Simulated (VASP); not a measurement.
The system is Co.

```xyz
2
Lattice="2.4271 0.0000 0.0000 -1.2136 2.1020 0.0000 0.0000 0.0000 3.9126" Properties=species:S:1:pos:R:3 pbc="T T T"
Co    0.0000    1.4013    0.9782
Co    1.2136    0.7007    2.9345
```

Base run:

| Item | Value |
| --- | --- |
| Program | VASP 6.6.1 |
| Functional | r2SCAN |
| Potentials or basis | VASP PAW PBE potentials, release 64 (Co) |
| Cutoff | 520 eV |
| k mesh | 15 × 15 × 8 |
| Occupations | gaussian, width 0.3 eV |
| Spin | no spin polarisation |

Its results: band gap on the k mesh zero (bands 9 and 10 overlap by 1.69 eV); pressure 0.5 GPa.

Question: The run is repeated on the same cell with these changes: occupations from gaussian, width 0.3 eV to gaussian, width 0.1 eV. What comes out?

Answer: Band gap on the k mesh zero (bands 9 and 10 overlap by 1.69 eV); pressure -0.7 GPa.

Caveats: the PAW data sets were made with another functional, which shifts forces and pressure a little; the run has no spin polarisation, though such a crystal can be magnetic; so wide a smearing shifts energies and pressures (at least some runs).
